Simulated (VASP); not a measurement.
# AlN (P6_3mc) in VASP: settings compared, part 3 of 3

VASP 6.6.1. The steps go on from the part before.

### Step 6. Single point, BLYP

This run uses another cell than the first one, of 10.80 Å³/atom, 0.975 times its volume.

The input, INCAR:

```
SYSTEM = AlN
  AGGAC = 1.0
  AGGAX = 1.0
  ALDAC = 0.0
  ALDAX = 1.0
  ALGO = Normal
  EDIFF = 1E-7
  ENCUT = 520
  GGA = B5
  ISIF = 2
  ISMEAR = -1
  LASPH = .TRUE.
  LCHARG = .FALSE.
  LREAL = .FALSE.
  LWAVE = .FALSE.
  NBANDS = 16
  NELM = 100
  PREC = Accurate
  SIGMA = 0.05
```

The input, KPOINTS:

```
k-points
0
G
  10 10 6
  0 0 0
```

The input, POSCAR:

```
AlN
1.0
    3.1425402629      0.0000000000      0.0000000000
   -1.5712701314      2.7215197001      0.0000000000
    0.0000000000      0.0000000000      5.0532608905
Al N
2 2
Direct
    0.6666666667      0.3333333333      0.4996451903
    0.3333333333      0.6666666667     -0.0003548097
    0.6666666667      0.3333333333      0.8803548097
    0.3333333333      0.6666666667      0.3803548097
```

Potentials or basis: VASP PAW PBE potentials, release 64 (Al, N).

The run is started by

```
> cat potpaw_PBE.64/Al/POTCAR potpaw_PBE.64/N/POTCAR > POTCAR
> mpirun -np 1 vasp_std > vasp.out
```

OUTCAR:

```text
SYSTEM = AlN
   EDIFF = 1E-7
   ENCUT = 520
   GGA = B5
   ISIF = 2
   ISMEAR = -1
   LASPH = .TRUE.
   LREAL = .FALSE.
   NELM = 100
   PREC = Accurate

 ion  position               nearest neighbor table
   1  0.667  0.333  0.500-   4 1.91   4 1.91   4 1.91   3 1.92   2 3.11   2 3.11   2 3.11   2 3.11
                             2 3.11   2 3.11
   2  0.333  0.667  1.000-   3 1.91   3 1.91   3 1.91   4 1.92   1 3.11   1 3.11   1 3.11   1 3.11
                             1 3.11   1 3.11
   3  0.667  0.333  0.880-   2 1.91   2 1.91   2 1.91   1 1.92
   4  0.333  0.667  0.380-   1 1.91   1 1.91   1 1.91   2 1.92

  LATTYP: Found a hexagonal cell.
 ALAT       =     3.1425402629
 C/A-ratio  =     1.6080178670

  Lattice vectors:

 A1 = (   3.1425402629,   0.0000000000,   0.0000000000)
 A2 = (  -1.5712701314,   2.7215197001,   0.0000000000)
 A3 = (   0.0000000000,   0.0000000000,   5.0532608905)

Analysis of symmetry for initial positions (statically):
=====================================================================
 Subroutine PRICEL returns:
 Original cell was already a primitive cell.

 Routine SETGRP: Setting up the symmetry group for a
 hexagonal supercell.

[... 176 lines left out ...]
 fundamental gap:      4.2042033195
 Fermi energy:         7.2293477527

 k-point     1 :       0.0000    0.0000    0.0000
  band No.  band energies     occupation
      1      -8.6553      2.00000
      2      -6.6599      2.00000
      3       0.4980      2.00000
      4       5.4108      2.00000
      5       5.4108      2.00000
      6       6.0339      2.00000
[... 433 lines left out ...]
      3       1.0519      2.00000
      4       1.9836      2.00000
      5       3.2966      2.00000
      6       4.0356      2.00000
[... 8 lines left out ...]
     15      18.7394      0.00000
     16      20.8389      0.00000

 [... further k-points ...]

------------------------ aborting loop because EDIFF is reached ----------------------------------------

  FORCE on cell =-STRESS in cart. coord.  units (eV):
  Direction    XX          YY          ZZ          XY          YZ          ZX
  --------------------------------------------------------------------------------------
  -------------------------------------------------------------------------------------
  Total        0.1109718      0.1109718      0.1114419      0.0000000      0.0000000      0.0000000
  in kB        4.1139509      4.1139509      4.1313783      0.0000000      0.0000000      0.0000000
  external PRESSURE =       4.1197600 kB  Pullay stress =       0.0000000 kB

 VOLUME and BASIS-vectors are now :
 -----------------------------------------------------------------------------
  energy-cutoff  :      520.00
  volume of cell :       43.22
      direct lattice vectors                 reciprocal lattice vectors
     3.142540263  0.000000000  0.000000000     0.318213902  0.183720882  0.000000000
    -1.571270131  2.721519700  0.000000000     0.000000000  0.367441764  0.000000000
     0.000000000  0.000000000  5.053260890     0.000000000  0.000000000  0.197892019

 POSITION                                       TOTAL-FORCE (eV/Angst)
 -----------------------------------------------------------------------------------
      1.57127      0.90717      2.52484        -0.000000     -0.000000      0.000599
     -0.00000      1.81435      5.05147        -0.000000      0.000000      0.000599
      1.57127      0.90717      4.44866         0.000000     -0.000000     -0.000599
     -0.00000      1.81435      1.92203        -0.000000     -0.000000     -0.000599
 -----------------------------------------------------------------------------------
    total drift:                               -0.000000     -0.000000      0.000217

  FREE ENERGIE OF THE ION-ELECTRON SYSTEM (eV)
  ---------------------------------------------------
  free  energy   TOTEN  =       -27.8825635005 eV

  energy  without entropy=      -27.8825635005  energy(sigma->0) =      -27.88256350
```

OSZICAR:

```text
N       E                     dE             d eps       ncg     rms          rms(c)
DAV:   1     0.442542971883E+02    0.44254E+02   -0.73792E+03  1792   0.897E+02
DAV:   2    -0.297299974621E+02   -0.73984E+02   -0.67800E+02  2512   0.187E+02
DAV:   3    -0.334317412902E+02   -0.37017E+01   -0.36905E+01  2232   0.437E+01
DAV:   4    -0.334567711398E+02   -0.25030E-01   -0.25028E-01  2280   0.402E+00
DAV:   5    -0.334571345308E+02   -0.36339E-03   -0.36339E-03  2264   0.491E-01    0.130E+01
DAV:   6    -0.278512001235E+02    0.56059E+01   -0.13629E+01  2184   0.263E+01    0.389E+00
DAV:   7    -0.278971654473E+02   -0.45965E-01   -0.76506E-01  1912   0.623E+00    0.289E+00
DAV:   8    -0.278877343213E+02    0.94311E-02   -0.91486E-02  2016   0.275E+00    0.635E-01
DAV:   9    -0.278819792675E+02    0.57551E-02   -0.14472E-02  2416   0.890E-01    0.265E-01
DAV:  10    -0.278826555840E+02   -0.67632E-03   -0.26464E-03  1888   0.334E-01    0.147E-01
DAV:  11    -0.278825576829E+02    0.97901E-04   -0.19951E-04  2320   0.111E-01    0.353E-02
DAV:  12    -0.278825625107E+02   -0.48278E-05   -0.12401E-05  1984   0.277E-02    0.542E-03
DAV:  13    -0.278825634381E+02   -0.92743E-06   -0.22480E-06  2248   0.112E-02    0.366E-03
DAV:  14    -0.278825635005E+02   -0.62447E-07   -0.21479E-07  1808   0.408E-03
   1 F= -.27882564E+02 E0= -.27882564E+02  d E =-.166061E-10
```

Run time: 17 s. Hardware: 1 thread of Intel Xeon 6975P-C (Granite Rapids), shared host; peak memory 0.16 GiB.

Results:

```yaml
Free_energy: -27.8826 eV
Pressure: 0.4 GPa
Band_gap_on_the_k_mesh: 4.20 eV, direct
```

Caveat: the PAW data sets were made with another functional, which shifts forces and pressure a little.

### Step 7. Overview

```tsv
level	cell	gap on the mesh (eV)	pressure (GPa)	largest force (eV/Å)
RPBE+D4	a = 3.174, b = 3.174, c = 5.079 Å, angles 90.0, 90.0, 120.0°, 4 atoms	3.77	-13.8	0.08
r2SCAN	a = 3.113, b = 3.113, c = 4.981 Å, angles 90.0, 90.0, 120.0°, 4 atoms	4.90	-1.3	0.13
BLYP	a = 3.113, b = 3.113, c = 4.981 Å, angles 90.0, 90.0, 120.0°, 4 atoms	4.50	7.1	0.11
revPBE	a = 3.145, b = 3.145, c = 5.042 Å, angles 90.0, 90.0, 120.0°, 4 atoms	3.96	-0.5	-
BLYP	a = 3.143, b = 3.143, c = 5.053 Å, angles 90.0, 90.0, 120.0°, 4 atoms	4.20	0.4	-
```

Alike in all rows: task single point; potentials or basis VASP PAW PBE potentials, release 64 (Al, N); no spin polarisation; k mesh 10 × 10 × 6; cutoff (eV) 520; smearing fermi-dirac 0.05 eV.

Caveats: the PAW data sets were made with another functional, which shifts forces and pressure a little.

Absolute energies hang on the potentials; compare differences alone.

### Step 8. How close it comes

Step 3. Against the measured gap of AlN, 6.034 eV (an exciton energy, a little under the gap; 10 K; quoted in “Self-assembly of well-separated AlN nanowires directly on sputtered metallic TiN films”, 2019, arxiv:1910.07391), the calculated 4.90 eV is off by -1.13 eV. 2 values of this kind are on record (6.034 to 6.0343 eV); this one was drawn at random. The value is that of r2SCAN on a finite k mesh, which can miss the band edges, without temperature or zero-point motion.

Step 5. A measured gap of AlN is 6.034 eV (an exciton energy, a little under the gap; 10 K; quoted in “Self-assembly of well-separated AlN nanowires directly on sputtered metallic TiN films”, 2019, arxiv:1910.07391); the calculated 3.96 eV misses it by -2.08 eV. 2 values of this kind are on record (6.034 to 6.0343 eV); this one was drawn at random. The value is that of revPBE, without temperature or zero-point motion. Semilocal functionals fall short of measured gaps as a rule.

Step 6. A measured gap of AlN is 6.0343 eV (an exciton energy, a little under the gap; 0 K; quoted in “Structural and optical properties of self-assembled AlN nanowires grown on SiO2/Si substrates by molecular beam epitaxy”, 2024, arxiv:2402.00216); the calculated 4.20 eV misses it by -1.83 eV. 2 values of this kind are on record (6.034 to 6.0343 eV); this one was drawn at random. The value is that of BLYP on a finite k mesh, which can miss the band edges, without temperature or zero-point motion. Semilocal functionals fall short of measured gaps as a rule.
